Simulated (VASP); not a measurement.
Set up this calculation in VASP 6.6.1, as the native input.

| Item | Value |
| --- | --- |
| Task | relaxation of cell and atoms |
| Functional | BLYP |
| Dispersion | D3(BJ) |
| Potentials or basis | VASP PAW PBE potentials, release 64 (Ti_sv, C) |
| Cutoff | 600 eV |
| k mesh | 11 × 11 × 11 |
| Occupations | fermi-dirac, width 0.05 eV |
| Spin | no spin polarisation |
| Dipole correction | no |
| Further INCAR settings | ALGO = Normal; EDIFF = 1e-07; IBRION = 2; EDIFFG = -0.01; NSW = 60; ISIF = 3 |

The structure of TiC lies in POSCAR:

```
TiC
1.0
    0.0000000000      2.1657188437      2.1657188437
    2.1657188437      0.0000000000      2.1657188437
    2.1657188437      2.1657188437      0.0000000000
Ti C
1 1
Direct
    0.0000000000      0.0000000000      0.0000000000
    0.5000000000      0.5000000000      0.5000000000
```

The input as run:

INCAR

```
PREC     = Accurate       # precision mode
ENCUT    = 600            # plane-wave cutoff, eV
EDIFF    = 1E-7           # SCF threshold, eV
ISMEAR   = -1             # smearing method
SIGMA    = 0.05           # smearing width, eV
LREAL    = False          # projectors in reciprocal space
LASPH    = True           # aspherical terms in the spheres
NELM     = 60             # most SCF steps
ALGO     = Normal         # electronic algorithm
ISIF     = 3              # what is computed and relaxed
LWAVE    = False          # write WAVECAR
LCHARG   = False          # write CHGCAR
GGA      = B5             # functional
ALDAX    = 1.0          
AGGAX    = 1.0          
AGGAC    = 1.0          
ALDAC    = 0.0          
IVDW     = 12             # dispersion correction
IBRION   = 2              # ionic algorithm
NSW      = 60             # ionic steps
EDIFFG   = -0.01          # ionic threshold
VDW_S6   = 1.0          
VDW_S8   = 2.6996       
VDW_A1   = 0.4298       
VDW_A2   = 4.2359
```

KPOINTS

```
regular mesh
0
Gamma
  11 11 11
```

Potentials or basis: VASP PAW PBE potentials, release 64 (Ti_sv, C).

Launch:

```sh
$ cat potpaw_PBE.64/Ti_sv/POTCAR potpaw_PBE.64/C/POTCAR > POTCAR
$ mpirun -np 1 vasp_std > vasp.out
```

Results of the run:

- Relaxed volume: 9.84 Å³/atom
- Relaxed cell: a = 3.031 Å, b = 3.031 Å, c = 3.031 Å, α = 60.00°, β = 60.00°, γ = 60.00°
- Space group after relaxing (to 0.05 Å): Fm-3m (No. 225)
- Energy gained by relaxing: 7.9 meV/atom
- Ionic steps: 3
- Pressure after relaxing: -0.1 GPa
- Band gap on the k mesh: zero (band 8 reaches 10.92 eV, above the bottom of band 9 at 9.81 eV)
- Dispersion energy per atom: -1.041 eV

Caveat: the PAW data sets were made with another functional, which shifts forces and pressure a little; pairwise dispersion overbinds metals, which lowers pressure and volume.

Wall time 34 s on 1 thread of Intel(R) Xeon(R) 6975P-C (Granite Rapids), on a shared host, peak memory 0.16 GiB.
